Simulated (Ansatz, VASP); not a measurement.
# MgO in VASP and in Ansatz

The input INCAR:

```
  PREC = Accurate
  ENCUT = 520
  EDIFF = 1E-6
  ISMEAR = -1
  SIGMA = 0.01
  LREAL = F
  LASPH = T
  NELM = 100
  ALGO = Normal
  ISIF = 2
  LWAVE = F
  LCHARG = F
  GGA = PE
  NBANDS = 11
```

Contents of KPOINTS:

```
regular mesh
0
Gamma
  11 11 11
```

The input POSCAR:

```
MgO
1.0
    0.0000000000      2.1492904783      2.1492904783
    2.1492904783      0.0000000000      2.1492904783
    2.1492904783      2.1492904783      0.0000000000
Mg O
1 1
Direct
    0.0000000000      0.0000000000      0.0000000000
    0.5000000000      0.5000000000      0.5000000000
```

Input for Ansatz:

```yaml
crystal:
  lattice:
    - [0.0, 2.1492904783, 2.1492904783]
    - [2.1492904783, 0.0, 2.1492904783]
    - [2.1492904783, 2.1492904783, 0.0]
  atoms:
    - { symbol: Mg, position: [0.0, 0.0, 0.0] }
    - { symbol: O, position: [0.5, 0.5, 0.5] }
kpoints:
  mp_grid: { grid: [11, 11, 11] }
scf:
  occupations: { method: fermi_dirac, width: 0.01 }
hamiltonian:
  xc: pbe
  pseudopotentials: { kind: all_electron, lapw: { basis_error: 0.001 } }
output:
  forces: true
  stress: true
  eigenvalues: true
```

Change from the starting cell: volume scaled by 1.02.

Alike in both runs: task single point; functional PBE; k mesh 11 × 11 × 11; occupations fermi-dirac, width 0.01 eV; no spin polarisation.

|  | VASP | Ansatz |
| --- | --- | --- |
| version | VASP 6.6.1 | Ansatz 0.2.0 |
| potentials or method | VASP PAW PBE potentials, release 64 (Mg, O), cutoff 520 eV | all-electron LAPW, scalar-relativistic |

Ansatz gave:

| Property | Result |
| --- | --- |
| gap on the k mesh at the Fermi level (eV) | 4.17 |
| pressure (GPa) | -4.3 |

Problem. What did VASP give for the same quantities?

Solution. gap on the k mesh at the Fermi level (eV): 4.16; pressure (GPa): -5.1.

Ansatz ran all-electron here, and VASP with PAW potentials.
